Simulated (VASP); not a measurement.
# MgO in VASP: a series of runs

Runs on MgO. Level: PBE. Tasks: single point.

Everything below comes from runs of VASP 6.6.1. Logs are shortened: lines on timing, memory, paths and dates and some standing lists are left out, and cuts for length are marked.

### Step 1. The cell of the first run

The cell holds a slab with vacuum, 12 atoms: a = 3.008 Å, b = 3.008 Å, c = 25.635 Å, α = 90.00°, β = 90.00°, γ = 90.00°.

### Step 2. Single point, PBE

Input file INCAR:

```
PREC     = Accurate       # precision mode
ENCUT    = 520            # plane-wave cutoff, eV
EDIFF    = 1E-6           # SCF threshold, eV
ISMEAR   = 1              # smearing method
SIGMA    = 0.2            # smearing width, eV
LREAL    = False          # projectors in reciprocal space
LASPH    = True           # aspherical terms in the spheres
NELM     = 60             # most SCF steps
ALGO     = Normal         # electronic algorithm
ISIF     = 2              # what is computed and relaxed
LWAVE    = False          # write WAVECAR
LCHARG   = True           # write CHGCAR
LDIPOL   = True         
IDIPOL   = 3            
DIPOL    = 0.5 0.5 0.500
GGA      = PE             # functional
LELF     = True           # ELF
LVHAR    = True         
LVACPOTAV= True         
NBANDS   = 36             # bands
```

Input file KPOINTS:

```
regular mesh
0
Gamma
  9 9 1
```

Input file POSCAR:

```
MgO
1.0
    3.0079232189      0.0000000000      0.0000000000
    0.0000000000      3.0079232189      0.0000000000
    0.0000000000      0.0000000000     25.6346145270
Mg O
6 6
Direct
    0.5000000000      0.5000000000      0.2925731531
    0.0000000000      0.0000000000      0.3755438918
    0.5000000000      0.5000000000      0.4585146306
    0.0000000000      0.0000000000      0.5414853694
    0.5000000000      0.5000000000      0.6244561082
    0.0000000000      0.0000000000      0.7074268469
    0.0000000000      0.0000000000      0.2925731531
    0.5000000000      0.5000000000      0.3755438918
    0.0000000000      0.0000000000      0.4585146306
    0.5000000000      0.5000000000      0.5414853694
    0.0000000000      0.0000000000      0.6244561082
    0.5000000000      0.5000000000      0.7074268469
```

Potentials or basis: VASP PAW PBE potentials, release 64 (Mg, O).

Command:

```
> cat potpaw_PBE.64/Mg/POTCAR potpaw_PBE.64/O/POTCAR > POTCAR
> mpirun -np 1 vasp_std > vasp.out
```

OUTCAR:

```text
PREC = Accurate
   ENCUT = 520
   EDIFF = 1E-6
   ISMEAR = 1
   LREAL = False
   LASPH = True
   NELM = 60
   ISIF = 2
   GGA = PE

 ion  position               nearest neighbor table
   1  0.500  0.500  0.293-   8 2.13   7 2.13   7 2.13   7 2.13   7 2.13   2 3.01   2 3.01   2 3.01
                             2 3.01
   2  0.000  0.000  0.376-   7 2.13   8 2.13   8 2.13   8 2.13   8 2.13   9 2.13   1 3.01   1 3.01
                             1 3.01   1 3.01   3 3.01   3 3.01   3 3.01   3 3.01
   3  0.500  0.500  0.459-   9 2.13   9 2.13   9 2.13   9 2.13  10 2.13   8 2.13   4 3.01   4 3.01
                             2 3.01   4 3.01   2 3.01   2 3.01   4 3.01   2 3.01
   4  0.000  0.000  0.541-  10 2.13  10 2.13  10 2.13  10 2.13  11 2.13   9 2.13   5 3.01   5 3.01
                             3 3.01   5 3.01   3 3.01   3 3.01   5 3.01   3 3.01
   5  0.500  0.500  0.624-  12 2.13  11 2.13  11 2.13  11 2.13  11 2.13  10 2.13   6 3.01   6 3.01
                             6 3.01   6 3.01   4 3.01   4 3.01   4 3.01   4 3.01
   6  0.000  0.000  0.707-  11 2.13  12 2.13  12 2.13  12 2.13  12 2.13   5 3.01   5 3.01   5 3.01
                             5 3.01
   7  0.000  0.000  0.293-   2 2.13   1 2.13   1 2.13   1 2.13   1 2.13
   8  0.500  0.500  0.376-   1 2.13   2 2.13   2 2.13   2 2.13   2 2.13   3 2.13
   9  0.000  0.000  0.459-   3 2.13   3 2.13   3 2.13   3 2.13   4 2.13   2 2.13
  10  0.500  0.500  0.541-   4 2.13   4 2.13   4 2.13   4 2.13   5 2.13   3 2.13
  11  0.000  0.000  0.624-   6 2.13   5 2.13   5 2.13   5 2.13   5 2.13   4 2.13
  12  0.500  0.500  0.707-   5 2.13   6 2.13   6 2.13   6 2.13   6 2.13

  LATTYP: Found a simple tetragonal cell.
 ALAT       =     3.0079232189
 C/A-ratio  =     8.5223633256

  Lattice vectors:

 A1 = (   3.0079232189,   0.0000000000,   0.0000000000)
 A2 = (   0.0000000000,   3.0079232189,   0.0000000000)
 A3 = (   0.0000000000,   0.0000000000,  25.6346145270)

Analysis of symmetry for initial positions (statically):
=====================================================================
 Subroutine PRICEL returns:
 Original cell was already a primitive cell.

 Routine SETGRP: Setting up the symmetry group for a
 simple tetragonal supercell.

 Subroutine GETGRP returns: Found 16 space group operations
 (whereof  8 operations were pure point group operations)
 out of a pool of 16 trial point group operations.

The static configuration has the point symmetry C_4v.
 The point group associated with its full space group is D_4h.

Analysis of symmetry for dynamics (positions and initial velocities):
=====================================================================
 Subroutine PRICEL returns:
 Original cell was already a primitive cell.

 Routine SETGRP: Setting up the symmetry group for a
 simple tetragonal supercell.

 Subroutine GETGRP returns: Found 16 space group operations
 (whereof  8 operations were pure point group operations)
 out of a pool of 16 trial point group operations.

[... 136 lines left out ...]
   GGA     = PE    functional components
   LHFCALC =     F    Hartree Fock is set to
   AEXX    =    0.0000 exact exchange contribution
   IVDW    =     0    specifies the selected vdW correction
   LEPSILON=     F    determine dielectric tensor
   LRPA    =     F    only Hartree local field effects (RPA)
 non-spin polarized calculation
 Methfessel and Paxton  Order N= 1 SIGMA  =   0.20
  energy-cutoff  :      520.00
  volume of cell :      231.93
 maximum number of plane-waves:      6287
 NGX is ok and might be reduce to    24
   NGX = 11   NGY = 11   NGZ = 95

 dipolmoment           0.000000      0.000000      0.000000 electrons x Angstroem

 number of electron      47.9999995 magnetization

 dipolmoment           0.000000      0.000000     -0.000000 electrons x Angstroem

 Free energy of the ion-electron system (eV)
  ---------------------------------------------------
  ext. energy  EPLUGINS =         0.00000000
  ---------------------------------------------------
  free energy    TOTEN  =       -70.42125841 eV

  energy without entropy =      -70.43705295  energy(sigma->0) =      -70.42652326

 E-fermi :  -0.9182     XC(G=0):  -6.0426

 val. band max:       -0.9660330170   @ k =   0.0000   0.0000   0.0000
 cond. band min:       2.3574694165   @ k =   0.0000   0.0000   0.0000
 fundamental gap:      3.3235024334
 Fermi energy:        -0.9182376220

 k-point     1 :       0.0000    0.0000    0.0000
  band No.  band energies     occupation
      1     -17.9612      2.00000
      2     -17.6938      2.00000
      3     -17.3503      2.00000
      4     -16.9909      2.00000
      5     -16.6922      2.00000
      6     -16.5896      2.00000
[... 574 lines left out ...]
     35       9.6916      0.00000
     36      10.0567      0.00000

------------------------ aborting loop because EDIFF is reached ----------------------------------------

  FORCE on cell =-STRESS in cart. coord.  units (eV):
  Direction    XX          YY          ZZ          XY          YZ          ZX
  --------------------------------------------------------------------------------------
  -------------------------------------------------------------------------------------
  Total       -4.3224711     -4.3224711     -0.4497422      0.0000000      0.0000000     -0.0000000
  in kB      -29.8594905    -29.8594905     -3.1068049      0.0000000      0.0000000     -0.0000000
  external PRESSURE =     -20.9419286 kB  Pullay stress =       0.0000000 kB

 VOLUME and BASIS-vectors are now :
 -----------------------------------------------------------------------------
  energy-cutoff  :      520.00
  volume of cell :      231.93
      direct lattice vectors                 reciprocal lattice vectors
     3.007923219  0.000000000  0.000000000     0.332455295  0.000000000  0.000000000
     0.000000000  3.007923219  0.000000000     0.000000000  0.332455295  0.000000000
     0.000000000  0.000000000 25.634614527     0.000000000  0.000000000  0.039009754

 POSITION                                       TOTAL-FORCE (eV/Angst)
 -----------------------------------------------------------------------------------
      1.50396      1.50396      7.50000        -0.000000     -0.000000      0.447927
      0.00000      0.00000      9.62692        -0.000000     -0.000000     -0.041390
      1.50396      1.50396     11.75385         0.000000     -0.000000     -0.021195
      0.00000      0.00000     13.88077         0.000000     -0.000000      0.021195
      1.50396      1.50396     16.00769         0.000000     -0.000000      0.041390
      0.00000      0.00000     18.13461         0.000000     -0.000000     -0.447927
      0.00000      0.00000      7.50000         0.000000      0.000000     -0.422148
      1.50396      1.50396      9.62692         0.000000     -0.000000      0.049976
      0.00000      0.00000     11.75385        -0.000000     -0.000000      0.022613
      1.50396      1.50396     13.88077         0.000000      0.000000     -0.022613
      0.00000      0.00000     16.00769         0.000000      0.000000     -0.049976
      1.50396      1.50396     18.13461         0.000000     -0.000000      0.422148
 -----------------------------------------------------------------------------------
    total drift:                                0.000000      0.000000      0.000000

  FREE ENERGIE OF THE ION-ELECTRON SYSTEM (eV)
  ---------------------------------------------------
  free  energy   TOTEN  =       -70.4212584102 eV

  energy  without entropy=      -70.4370529511  energy(sigma->0) =      -70.42652326

 vacuum level on the upper side and lower side of the slab         3.911         3.911
```

OSZICAR:

```text
N       E                     dE             d eps       ncg     rms          rms(c)
DAV:   1     0.356812844307E+03    0.35681E+03   -0.20847E+04  1080   0.111E+03
DAV:   2    -0.347533975990E+02   -0.39157E+03   -0.37113E+03  1500   0.266E+02
DAV:   3    -0.804829322945E+02   -0.45730E+02   -0.45380E+02  1340   0.961E+01
[... 17 lines left out ...]
DAV:  21    -0.704212134597E+02   -0.82126E-04   -0.11329E-05  1164   0.176E-02    0.449E-03
DAV:  22    -0.704212513030E+02   -0.37843E-04   -0.46540E-06  1156   0.924E-03    0.268E-03
DAV:  23    -0.704212542245E+02   -0.29214E-05   -0.43522E-07   860   0.408E-03    0.132E-03
DAV:  24    -0.704212576904E+02   -0.34660E-05   -0.41264E-07   800   0.354E-03    0.693E-04
DAV:  25    -0.704212584102E+02   -0.71971E-06   -0.84041E-08   804   0.156E-03
   1 F= -.70421258E+02 E0= -.70426523E+02  d E =0.157945E-01
```

stdout:

```text
POSCAR found type information on POSCAR MgO
 POSCAR found :  2 types and      12 ions
 scaLAPACK will be used
 LDA part: xc-table for (Slater+PW92), standard interpolation
 POSCAR, INCAR and KPOINTS ok, starting setup
 FFT: planning ... GRIDC
 FFT: planning ... GRID_SOFT
 FFT: planning ... GRID
 WAVECAR not read
 entering main loop
 -----------------------------------------------------------------------------
|                                                                             |
|           W    W    AA    RRRRR   N    N  II  N    N   GGGG   !!!           |
|           W    W   A  A   R    R  NN   N  II  NN   N  G    G  !!!           |
|           W    W  A    A  R    R  N N  N  II  N N  N  G       !!!           |
|           W WW W  AAAAAA  RRRRR   N  N N  II  N  N N  G  GGG   !            |
|           WW  WW  A    A  R   R   N   NN  II  N   NN  G    G                |
|           W    W  A    A  R    R  N    N  II  N    N   GGGG   !!!           |
|                                                                             |
|     Did not find any points to average over, which means that no vacuum     |
|     field-free region was found. Please increase the size of  your cell     |
|     in the dimension of the dipole correction to obtain accurate            |
|     workfunction values.                                                    |
|                                                                             |
 -----------------------------------------------------------------------------
```

Run time: 2 min. Hardware: 1 thread of Intel Xeon 6975P-C (Granite Rapids), shared host; peak memory 0.36 GiB.

Results:

```yaml
Free_energy: -70.4213 eV
Largest_force: 0.448 eV/Å
Band_gap_on_the_k_mesh: 3.32 eV
```

Forces in eV/Å, atoms in the order of the input:
```
Mg   0.000  0.000  0.448
Mg   0.000  0.000 -0.041
Mg   0.000  0.000 -0.021
Mg   0.000  0.000  0.021
Mg   0.000  0.000  0.041
Mg   0.000  0.000 -0.448
O    0.000  0.000 -0.422
O    0.000  0.000  0.050
O    0.000  0.000  0.023
O    0.000  0.000 -0.023
O    0.000  0.000 -0.050
O    0.000  0.000  0.422
```

### Step 3. Single point, PBE

Input file INCAR:

```
SYSTEM = MgO
PREC     = Accurate       ! precision mode
ENCUT    = 520            ! plane-wave cutoff, eV
EDIFF    = 1E-7           ! SCF threshold, eV
ISMEAR   = 0              ! smearing method
SIGMA    = 0.5            ! smearing width, eV
LREAL    = .FALSE.        ! projectors in reciprocal space
LASPH    = .TRUE.         ! aspherical terms in the spheres
NELM     = 80             ! most SCF steps
ALGO     = Normal         ! electronic algorithm
ISIF     = 2              ! what is computed and relaxed
LWAVE    = .FALSE.        ! write WAVECAR
LCHARG   = .FALSE.        ! write CHGCAR
LDIPOL   = .TRUE.       
IDIPOL   = 3            
DIPOL    = 0.5 0.5 0.500
GGA      = PE             ! functional
NBANDS   = 36             ! bands
```

Input file KPOINTS:

```
Automatic mesh
0
G
  9 9 1
  0 0 0
```

POSCAR is that of step 2.

Potentials or basis: VASP PAW PBE potentials, release 64 (Mg, O).

Command:

```
> cat potpaw_PBE.64/Mg/POTCAR potpaw_PBE.64/O/POTCAR > POTCAR
> mpirun -np 1 vasp_std > vasp.out
```

OUTCAR:

```text
SYSTEM = MgO
   PREC = Accurate
   ENCUT = 520
   EDIFF = 1E-7
   ISMEAR = 0
   LREAL = .FALSE.
   LASPH = .TRUE.
   NELM = 80
   ISIF = 2
   GGA = PE

 ion  position               nearest neighbor table
   1  0.500  0.500  0.293-   8 2.13   7 2.13   7 2.13   7 2.13   7 2.13   2 3.01   2 3.01   2 3.01
                             2 3.01
   2  0.000  0.000  0.376-   7 2.13   8 2.13   8 2.13   8 2.13   8 2.13   9 2.13   1 3.01   1 3.01
                             1 3.01   1 3.01   3 3.01   3 3.01   3 3.01   3 3.01
[... 822 lines left out ...]
  energy-cutoff  :      520.00
  volume of cell :      231.93
      direct lattice vectors                 reciprocal lattice vectors
     3.007923219  0.000000000  0.000000000     0.332455295  0.000000000  0.000000000
     0.000000000  3.007923219  0.000000000     0.000000000  0.332455295  0.000000000
     0.000000000  0.000000000 25.634614527     0.000000000  0.000000000  0.039009754

 POSITION                                       TOTAL-FORCE (eV/Angst)
 -----------------------------------------------------------------------------------
      1.50396      1.50396      7.50000        -0.000000     -0.000000      0.469579
      0.00000      0.00000      9.62692        -0.000000      0.000000      0.003219
      1.50396      1.50396     11.75385        -0.000000     -0.000000     -0.000801
      0.00000      0.00000     13.88077         0.000000     -0.000000      0.000801
      1.50396      1.50396     16.00769         0.000000     -0.000000     -0.003219
      0.00000      0.00000     18.13461         0.000000     -0.000000     -0.469579
      0.00000      0.00000      7.50000         0.000000     -0.000000     -0.446504
      1.50396      1.50396      9.62692         0.000000     -0.000000      0.005097
      0.00000      0.00000     11.75385         0.000000     -0.000000      0.003217
      1.50396      1.50396     13.88077         0.000000      0.000000     -0.003217
      0.00000      0.00000     16.00769         0.000000      0.000000     -0.005097
      1.50396      1.50396     18.13461         0.000000      0.000000      0.446504
 -----------------------------------------------------------------------------------
    total drift:                                0.000000     -0.000000      0.000000

  FREE ENERGIE OF THE ION-ELECTRON SYSTEM (eV)
  ---------------------------------------------------
  free  energy   TOTEN  =       -70.4261356989 eV

  energy  without entropy=      -70.4261351430  energy(sigma->0) =      -70.42613542

 vacuum level on the upper side and lower side of the slab         3.771         3.771
```

stdout:

```text
POSCAR found type information on POSCAR MgO
 POSCAR found :  2 types and      12 ions
 scaLAPACK will be used
 LDA part: xc-table for (Slater+PW92), standard interpolation
 POSCAR, INCAR and KPOINTS ok, starting setup
 FFT: planning ... GRIDC
 FFT: planning ... GRID_SOFT
 FFT: planning ... GRID
 WAVECAR not read
 entering main loop
```

Run time: 2 min. Hardware: 1 thread of Intel Xeon 6975P-C (Granite Rapids), shared host; peak memory 0.35 GiB.

Results:

- Free energy: -70.4261 eV
- Largest force: 0.470 eV/Å
- Band gap on the k mesh: 3.27 eV

Forces in eV/Å, atoms in the order of the input:
```
Mg   0.000  0.000  0.470
Mg   0.000  0.000  0.003
Mg   0.000  0.000 -0.001
Mg   0.000  0.000  0.001
Mg   0.000  0.000 -0.003
Mg   0.000  0.000 -0.470
O    0.000  0.000 -0.447
O    0.000  0.000  0.005
O    0.000  0.000  0.003
O    0.000  0.000 -0.003
O    0.000  0.000 -0.005
O    0.000  0.000  0.447
```

Levels at points of the mesh, in eV from the valence-band top:
```csv
k point,band 22,band 23,band 24,band 25,band 26,band 27
"(0.00, 0.00, 0.00)",-0.16,0.00,0.00,3.27,3.37,4.79
```

(Continued in part 2 of 2.)
